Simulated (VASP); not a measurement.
# Ti (P6_3/mmc) in VASP: a series of runs

Ti is run at these levels: LDA; tasks: single point.

Everything below comes from runs of VASP 6.6.1. Logs are shortened: lines on timing, memory, paths and dates and some standing lists are left out, and cuts for length are marked.

## (1) The cell of the first run

Symmetry: P6_3/mmc, No. 194, hexagonal system. The conventional cell has a = 2.950 Å, b = 2.950 Å, c = 4.686 Å, α = 90.00°, β = 90.00°, γ = 120.00°. Within 3.8 Å of Ti (site symmetry -6m2) lie 12 Ti at 2.90 to 2.95 Å.

## (2) Single point, LDA

The input, INCAR:

```
ALGO = Fast
EDIFF = 1E-7
ENCUT = 520
GGA = CA
ISIF = 2
ISMEAR = 0
LASPH = True
LCHARG = False
LREAL = False
LWAVE = False
NBANDS = 19
NELM = 80
PREC = Accurate
SIGMA = 0.15
```

The input, KPOINTS:

```
k-points
0
Gamma
  18 18 10
```

The input, POSCAR:

```
Ti
1.0
    2.9499978604      0.0000000000      0.0000000000
   -1.4749989302      2.5547730882      0.0000000000
    0.0000000000      0.0000000000      4.6860000000
Ti
2
Direct
    0.3333333333      0.6666666667      0.2500000000
    0.6666666667      0.3333333333      0.7500000000
```

Potentials or basis: VASP PAW LDA potentials, release 64 (Ti_sv).

On the command line:

```
$ cat potpaw_LDA.64/Ti_sv/POTCAR > POTCAR
$ mpirun -np 1 vasp_std > vasp.out
```

OUTCAR:

```text
EDIFF = 1E-7
   ENCUT = 520
   GGA = CA
   ISIF = 2
   ISMEAR = 0
   LASPH = True
   LREAL = False
   NELM = 80
   PREC = Accurate

 ion  position               nearest neighbor table
   1  0.333  0.667  0.250-   2 2.90   2 2.90   2 2.90   2 2.90   2 2.90   2 2.90
   2  0.667  0.333  0.750-   1 2.90   1 2.90   1 2.90   1 2.90   1 2.90   1 2.90

  LATTYP: Found a hexagonal cell.
 ALAT       =     2.9499978604
 C/A-ratio  =     1.5884757284

  Lattice vectors:

 A1 = (   2.9499978604,   0.0000000000,   0.0000000000)
 A2 = (  -1.4749989302,   2.5547730882,   0.0000000000)
 A3 = (   0.0000000000,   0.0000000000,   4.6860000000)

Analysis of symmetry for initial positions (statically):
=====================================================================
 Subroutine PRICEL returns:
 Original cell was already a primitive cell.

 Routine SETGRP: Setting up the symmetry group for a
 hexagonal supercell.

 Subroutine GETGRP returns: Found 24 space group operations
 (whereof 12 operations were pure point group operations)
 out of a pool of 24 trial point group operations.

The static configuration has the point symmetry D_3d.
 The point group associated with its full space group is D_6h.

Analysis of symmetry for dynamics (positions and initial velocities):
=====================================================================
 Subroutine PRICEL returns:
 Original cell was already a primitive cell.

 Routine SETGRP: Setting up the symmetry group for a
 hexagonal supercell.

 Subroutine GETGRP returns: Found 24 space group operations
 (whereof 12 operations were pure point group operations)
 out of a pool of 24 trial point group operations.

The dynamic configuration has the point symmetry D_3d.
 The point group associated with its full space group is D_6h.

 Subroutine INISYM returns: Found 24 space group operations
 (whereof 12 operations are pure point group operations),
 and found     1 'primitive' translations

----------------------------------------------------------------------------------------

                                     Primitive cell

  volume of cell :      35.3164

  direct lattice vectors                    reciprocal lattice vectors
     2.949997860  0.000000000  0.000000000     0.338983297  0.195712098  0.000000000
    -1.474998930  2.554773088  0.000000000     0.000000000  0.391424195  0.000000000
     0.000000000  0.000000000  4.686000000     0.000000000  0.000000000  0.213401622

  length of vectors
     2.949997860  2.949997860  4.686000000     0.391424195  0.391424195  0.213401622

  position of ions in fractional coordinates (direct lattice)
     0.333333333  0.666666667  0.250000000
     0.666666667  0.333333333  0.750000000

  ion indices of the primitive-cell ions
   primitive index   ion index
                 1           1
                 2           2

----------------------------------------------------------------------------------------

 KPOINTS: k-points

Automatic generation of k-mesh.
 Grid dimensions read from file:
 generate k-points for:   18   18   10

 Generating k-lattice:

  Cartesian coordinates                     Fractional coordinates (reciprocal lattice)
     0.018832405  0.010872894  0.000000000     0.055555556  0.000000000  0.000000000
     0.000000000  0.021745789  0.000000000     0.000000000  0.055555556  0.000000000
     0.000000000  0.000000000  0.021340162     0.000000000  0.000000000  0.100000000

  Length of vectors
     0.021745789  0.021745789  0.021340162

  Shift w.r.t. Gamma in fractional coordinates (k-lattice)
     0.000000000  0.000000000  0.000000000

 Subroutine IBZKPT returns following result:
 ===========================================

 Found    222 irreducible k-points:

 Following reciprocal coordinates:
            Coordinates               Weight
  0.000000  0.000000  0.000000      1.000000
  0.055556  0.000000  0.000000      6.000000
  0.111111  0.000000  0.000000      6.000000
  0.166667  0.000000  0.000000      6.000000
  0.222222  0.000000  0.000000      6.000000
  0.277778  0.000000  0.000000      6.000000
[... 16 lines left out ...]
  0.333333  0.111111  0.000000     12.000000
  0.388889  0.111111  0.000000     12.000000
 [... further k-points ...]
   k-points           NKPTS =    222   k-points in BZ     NKDIM =    222   number of bands    NBANDS=     19
   number of dos      NEDOS =    301   number of ions     NIONS =      2
   total plane-waves  NPLWV =  20736
   dimension x,y,z NGX =    24 NGY =   24 NGZ =   36
   dimension x,y,z NGXF=    48 NGYF=   48 NGZF=   72
   ions per type =               2
   NGX,Y,Z   is equivalent  to a cutoff of  13.53, 13.53, 12.77 a.u.
   NGXF,Y,Z  is equivalent  to a cutoff of  27.05, 27.05, 25.54 a.u.
 SYSTEM =  unknown system
   PREC   = accura    normal or accurate (medium, high low for compatibility)
   ISTART =      0    job   : 0-new  1-cont  2-samecut
   ICHARG =      2    charge: 1-file 2-atom 10-const
   ISPIN  =      1    spin polarized calculation?
   LNONCOLLINEAR =      F non collinear calculations
   LSORBIT =      F    spin-orbit coupling
   LASPH  =      T    aspherical Exc in radial PAW
   ENCUT  =  520.0 eV  38.22 Ry    6.18 a.u.   5.49  5.49  8.71*2*pi/ulx,y,z
   NELM   =     80;   NELMIN=  2; NELMDL= -5     # of ELM steps
   EDIFF  = 0.1E-06   stopping-criterion for ELM
   LREAL  =      F    real-space projection
   EDIFFG = 0.1E-05   stopping-criterion for IOM
   NSW    =      0    number of steps for IOM
   IBRION =     -1    ionic relax: 0-MD 1-quasi-New 2-CG
   NFREE  =      0    steps in history (QN), initial steepest desc. (CG)
   ISIF   =      2    stress and relaxation
   ISYM   =      2    0-nonsym 1-usesym 2-fastsym
   POTIM  = 0.5000    time-step for ionic-motion
   TEBEG  =    0.0;   TEEND  =   0.0 temperature during run
   PSTRESS=    0.0 pullay stress
   NELECT =      24.0000    total number of electrons
   NUPDOWN=      -1.0000    fix difference up-down
   EMIN   =  10.00;   EMAX   =-10.00  energy-range for DOS
   EFERMI =   0.00;   METHOD = LEGACY
   ISMEAR =     0;   SIGMA  =   0.15  broadening in eV -4-tet -1-fermi 0-gaus
   EFERMI_NEDOS =   21; number of points for ismear=-14 and -15
   IALGO  =     68    algorithm
   IMIX   =      4    mixing-type and parameters
     AMIX     =   0.40;   BMIX     =  1.00
     AMIX_MAG =   1.60;   BMIX_MAG =  1.00
  volume/ion in A,a.u.               =      17.66       119.16
  Fermi-wavevector in a.u.,A,eV,Ry     =   1.439306  2.719894 28.185854  2.071602
  Thomas-Fermi vector in A             =   2.558176
   LORBIT       =      0    0 simple, 1 ext, 2 COOP (PROOUT), +10 PAW based schemes
   GGA     = CA    functional components
   LHFCALC =     F    Hartree Fock is set to
   AEXX    =    0.0000 exact exchange contribution
   IVDW    =     0    specifies the selected vdW correction
   LEPSILON=     F    determine dielectric tensor
   LRPA    =     F    only Hartree local field effects (RPA)
 non-spin polarized calculation
 RMM-DIIS sequential band-by-band and
 Gauss-broadening in eV      SIGMA  =   0.15
  energy-cutoff  :      520.00
  volume of cell :       35.32
 maximum number of plane-waves:       980
 NGX is ok and might be reduce to    24
   NGX = 11   NGY = 11   NGZ = 17

 number of electron      24.0000001 magnetization

 Free energy of the ion-electron system (eV)
  ---------------------------------------------------
  ext. energy  EPLUGINS =         0.00000000
  ---------------------------------------------------
  free energy    TOTEN  =       -17.00699955 eV

  energy without entropy =      -16.98194282  energy(sigma->0) =      -16.99447118

 E-fermi :   7.9104     XC(G=0): -11.7050

 val. band max:        7.9067570697   @ k =   0.1667   0.0000   0.1000
 cond. band min:       7.9139953436   @ k =   0.3333   0.1667   0.4000
 fundamental gap:      0.0072382739
 Fermi energy:         7.9103738002

 k-point     1 :       0.0000    0.0000    0.0000
  band No.  band energies     occupation
      1     -48.2705      2.00000
      2     -48.1365      2.00000
      3     -25.2315      2.00000
      4     -24.6014      2.00000
      5     -24.6014      2.00000
      6     -24.5412      2.00000
[... 11 lines left out ...]
     18       9.4795      0.00000
     19      10.9761      0.00000

 k-point     2 :       0.0556    0.0000    0.0000
  band No.  band energies     occupation
      1     -48.2675      2.00000
      2     -48.1352      2.00000
      3     -25.2249      2.00000
      4     -24.6152      2.00000
      5     -24.6060      2.00000
      6     -24.5440      2.00000
[... 11 lines left out ...]
     18       9.4315      0.00000
     19      11.0024      0.00000

 k-point     3 :       0.1111    0.0000    0.0000
  band No.  band energies     occupation
      1     -48.2586      2.00000
      2     -48.1318      2.00000
      3     -25.2053      2.00000
      4     -24.6551      2.00000
      5     -24.6192      2.00000
      6     -24.5594      2.00000
[... 11 lines left out ...]
     18       9.3479      0.00000
     19      11.0665      0.00000

 k-point     4 :       0.1667    0.0000    0.0000
  band No.  band energies     occupation
      1     -48.2448      2.00000
      2     -48.1266      2.00000
      3     -25.1742      2.00000
      4     -24.7166      2.00000
      5     -24.6387      2.00000
      6     -24.6213      2.00000
[... 11 lines left out ...]
     18       9.5990      0.00000
     19      11.1456      0.00000

 k-point     5 :       0.2222    0.0000    0.0000
  band No.  band energies     occupation
      1     -48.2274      2.00000
      2     -48.1209      2.00000
      3     -25.1334      2.00000
      4     -24.7925      2.00000
      5     -24.6955      2.00000
      6     -24.6620      2.00000
[... 11 lines left out ...]
     18       9.9236      0.00000
     19      11.2203      0.00000

 k-point     6 :       0.2778    0.0000    0.0000
  band No.  band energies     occupation
      1     -48.2080      2.00000
      2     -48.1155      2.00000
      3     -25.0859      2.00000
      4     -24.8738      2.00000
      5     -24.7725      2.00000
      6     -24.6862      2.00000
[... 11 lines left out ...]
     18      10.2939      0.00000
     19      11.2814      0.00000

 k-point     7 :       0.3333    0.0000    0.0000
  band No.  band energies     occupation
      1     -48.1886      2.00000
      2     -48.1115      2.00000
      3     -25.0352      2.00000
      4     -24.9505      2.00000
      5     -24.8432      2.00000
      6     -24.7084      2.00000
[... 11 lines left out ...]
     18      10.6749      0.00000
     19      11.3263      0.00000

 k-point     8 :       0.3889    0.0000    0.0000
  band No.  band energies     occupation
      1     -48.1713      2.00000
      2     -48.1097      2.00000
      3     -25.0131      2.00000
      4     -24.9866      2.00000
      5     -24.8998      2.00000
      6     -24.7262      2.00000
[... 256 lines left out ...]
 k-point    20 :       0.1667    0.1111    0.0000
  band No.  band energies     occupation
      1     -48.2204      2.00000
      2     -48.1188      2.00000
      3     -25.1166      2.00000
      4     -24.7971      2.00000
      5     -24.7559      2.00000
      6     -24.6472      2.00000
[... 11 lines left out ...]
     18      10.2015      0.00000
     19      11.1922      0.00000

 k-point    21 :       0.2222    0.1111    0.0000
  band No.  band energies     occupation
      1     -48.2019      2.00000
      2     -48.1140      2.00000
      3     -25.0703      2.00000
      4     -24.8707      2.00000
      5     -24.8114      2.00000
      6     -24.6836      2.00000
[... 11 lines left out ...]
     18      10.6307      0.00000
     19      11.2301      0.00000

 k-point    22 :       0.2778    0.1111    0.0000
  band No.  band energies     occupation
      1     -48.1832      2.00000
      2     -48.1107      2.00000
      3     -25.0206      2.00000
      4     -24.9421      2.00000
      5     -24.8602      2.00000
      6     -24.7185      2.00000
[... 11 lines left out ...]
     18      11.0940      0.00000
     19      11.2591      0.00000

 k-point    23 :       0.3333    0.1111    0.0000
  band No.  band energies     occupation
      1     -48.1665      2.00000
      2     -48.1095      2.00000
      3     -25.0006      2.00000
      4     -24.9724      2.00000
      5     -24.8993      2.00000
      6     -24.7467      2.00000
[... 11 lines left out ...]
     18      11.2784      0.00000
     19      11.5744      0.00000

 k-point    24 :       0.3889    0.1111    0.0000
  band No.  band energies     occupation
      1     -48.1541      2.00000
      2     -48.1102      2.00000
      3     -25.0386      2.00000
      4     -24.9335      2.00000
      5     -24.9249      2.00000
      6     -24.7649      2.00000
[... 11 lines left out ...]
     18      11.2891      0.00000
     19      12.0637      0.00000

 [... further k-points ...]
[... 5 lines left out ...]
  --------------------------------------------------------------------------------------
  -------------------------------------------------------------------------------------
  Total       -2.1558081     -2.1558081     -2.2924464      0.0000000      0.0000000      0.0000000
  in kB      -97.8012384    -97.8012384   -104.0000254      0.0000000      0.0000000      0.0000000
  external PRESSURE =     -99.8675007 kB  Pullay stress =       0.0000000 kB

 VOLUME and BASIS-vectors are now :
 -----------------------------------------------------------------------------
  energy-cutoff  :      520.00
  volume of cell :       35.32
      direct lattice vectors                 reciprocal lattice vectors
     2.949997860  0.000000000  0.000000000     0.338983297  0.195712098  0.000000000
    -1.474998930  2.554773088  0.000000000     0.000000000  0.391424195  0.000000000
     0.000000000  0.000000000  4.686000000     0.000000000  0.000000000  0.213401622

 POSITION                                       TOTAL-FORCE (eV/Angst)
 -----------------------------------------------------------------------------------
     -0.00000      1.70318      1.17150        -0.000000      0.000000      0.000000
      1.47500      0.85159      3.51450         0.000000      0.000000      0.000000
 -----------------------------------------------------------------------------------
    total drift:                               -0.000000      0.000000     -0.000000

  FREE ENERGIE OF THE ION-ELECTRON SYSTEM (eV)
  ---------------------------------------------------
  free  energy   TOTEN  =       -17.0069995506 eV

  energy  without entropy=      -16.9819428165  energy(sigma->0) =      -16.99447118
```

Wall time 4.7 min (1 thread of Intel Xeon 6975P-C, shared host); peak memory 0.24 GiB.

What came out:

```
Free energy            : -17.0070 eV
Pressure               : -10.0 GPa
Band gap on the k mesh : zero (band 12 reaches 8.66 eV, above the bottom of band 13 at 7.60 eV)
```

Stress tensor (GPa, compression positive):
```
 -9.78   0.00   0.00
  0.00  -9.78   0.00
  0.00   0.00 -10.40
```

## (3) Single point, LDA

The input, INCAR:

```
ALGO = Fast ; EDIFF = 1E-6
ENCUT = 520 ; GGA = CA
ISIF = 2 ; ISMEAR = 0
LASPH = True ; LCHARG = True
LELF = True ; LREAL = False
LVHAR = True ; LWAVE = False
NBANDS = 19 ; NELM = 100
PREC = Accurate ; SIGMA = 0.15
```

The input, KPOINTS:

```
k-points
0
Gamma
  21 21 12
```

POSCAR is that of step 2.

Potentials or basis: VASP PAW LDA potentials, release 64 (Ti_sv).

On the command line:

```
$ cat potpaw_LDA.64/Ti_sv/POTCAR > POTCAR
$ mpirun -np 1 vasp_std > vasp.out
```

OUTCAR:

```text
EDIFF = 1E-6
   ENCUT = 520
   GGA = CA
   ISIF = 2
   ISMEAR = 0
   LASPH = True
   LREAL = False
   NELM = 100
   PREC = Accurate

 ion  position               nearest neighbor table
   1  0.333  0.667  0.250-   2 2.90   2 2.90   2 2.90   2 2.90   2 2.90   2 2.90
   2  0.667  0.333  0.750-   1 2.90   1 2.90   1 2.90   1 2.90   1 2.90   1 2.90

  LATTYP: Found a hexagonal cell.
 ALAT       =     2.9499978604
 C/A-ratio  =     1.5884757284

  Lattice vectors:

[... 718 lines left out ...]

------------------------ aborting loop because EDIFF is reached ----------------------------------------

  FORCE on cell =-STRESS in cart. coord.  units (eV):
  Direction    XX          YY          ZZ          XY          YZ          ZX
  --------------------------------------------------------------------------------------
  -------------------------------------------------------------------------------------
  Total       -2.1607768     -2.1607768     -2.2969120      0.0000000      0.0000000      0.0000000
  in kB      -98.0266517    -98.0266517   -104.2026175      0.0000000      0.0000000      0.0000000
  external PRESSURE =    -100.0853070 kB  Pullay stress =       0.0000000 kB

 VOLUME and BASIS-vectors are now :
 -----------------------------------------------------------------------------
  energy-cutoff  :      520.00
  volume of cell :       35.32
      direct lattice vectors                 reciprocal lattice vectors
     2.949997860  0.000000000  0.000000000     0.338983297  0.195712098  0.000000000
    -1.474998930  2.554773088  0.000000000     0.000000000  0.391424195  0.000000000
     0.000000000  0.000000000  4.686000000     0.000000000  0.000000000  0.213401622

 POSITION                                       TOTAL-FORCE (eV/Angst)
 -----------------------------------------------------------------------------------
     -0.00000      1.70318      1.17150        -0.000000      0.000000      0.000000
      1.47500      0.85159      3.51450         0.000000     -0.000000      0.000000
 -----------------------------------------------------------------------------------
    total drift:                               -0.000000      0.000000     -0.000000

  FREE ENERGIE OF THE ION-ELECTRON SYSTEM (eV)
  ---------------------------------------------------
  free  energy   TOTEN  =       -17.0069438384 eV

  energy  without entropy=      -16.9816176359  energy(sigma->0) =      -16.99428074
```

stdout:

```text
POSCAR found type information on POSCAR Ti
 POSCAR found :  1 types and       2 ions
 scaLAPACK will be used
 LDA part: xc-table for (Slater(with rela. corr.)+CA(PZ))
 , standard interpolation
 POSCAR, INCAR and KPOINTS ok, starting setup
 FFT: planning ... GRIDC
 FFT: planning ... GRID_SOFT
 FFT: planning ... GRID
 WAVECAR not read
 entering main loop
WARNING in EDDRMM: call to ZHEGV failed, returncode =   8  4     12
WARNING in EDDRMM: call to ZHEGV failed, returncode =   8  4      4
WARNING in EDDRMM: call to ZHEGV failed, returncode =   6  3     10
WARNING in EDDRMM: call to ZHEGV failed, returncode =   8  4      6
WARNING in EDDRMM: call to ZHEGV failed, returncode =   6  3     18
WARNING in EDDRMM: call to ZHEGV failed, returncode =   6  3      9
WARNING in EDDRMM: call to ZHEGV failed, returncode =   6  3     18
WARNING in EDDRMM: call to ZHEGV failed, returncode =   8  4     11
WARNING in EDDRMM: call to ZHEGV failed, returncode =   8  4      8
WARNING in EDDRMM: call to ZHEGV failed, returncode =   8  4      7
WARNING in EDDRMM: call to ZHEGV failed, returncode =   6  3     10
WARNING in EDDRMM: call to ZHEGV failed, returncode =   8  4      7
WARNING in EDDRMM: call to ZHEGV failed, returncode =   6  3     12
WARNING in EDDRMM: call to ZHEGV failed, returncode =   8  4     12
WARNING in EDDRMM: call to ZHEGV failed, returncode =   8  4      5
WARNING in EDDRMM: call to ZHEGV failed, returncode =   8  4     12
WARNING in EDDRMM: call to ZHEGV failed, returncode =   8  4      3
```

Wall time 5.6 min (1 thread of Intel Xeon 6975P-C, shared host); peak memory 0.29 GiB.

Results:

```
Free energy            : -17.0069 eV
Pressure               : -10.0 GPa
Band gap on the k mesh : zero (band 12 reaches 8.66 eV, above the bottom of band 13 at 7.61 eV)
```

Levels at points of the mesh, in eV from the Fermi level:
| k point | band 8 | band 9 | band 10 | band 11 | band 12 | band 13 | band 14 | band 15 | band 16 | band 17 |
| --- | --- | --- | --- | --- | --- | --- | --- | --- | --- | --- |
| (0.00, 0.00, 0.00) | -32.41 | -6.08 | -2.63 | 0.74 | 0.74 | 0.82 | 0.84 | 1.22 | 1.22 | 1.57 |
| (0.00, 0.00, 0.50) | -32.46 | -4.26 | -4.26 | 0.08 | 0.08 | 0.65 | 0.65 | 0.65 | 0.65 | 2.71 |
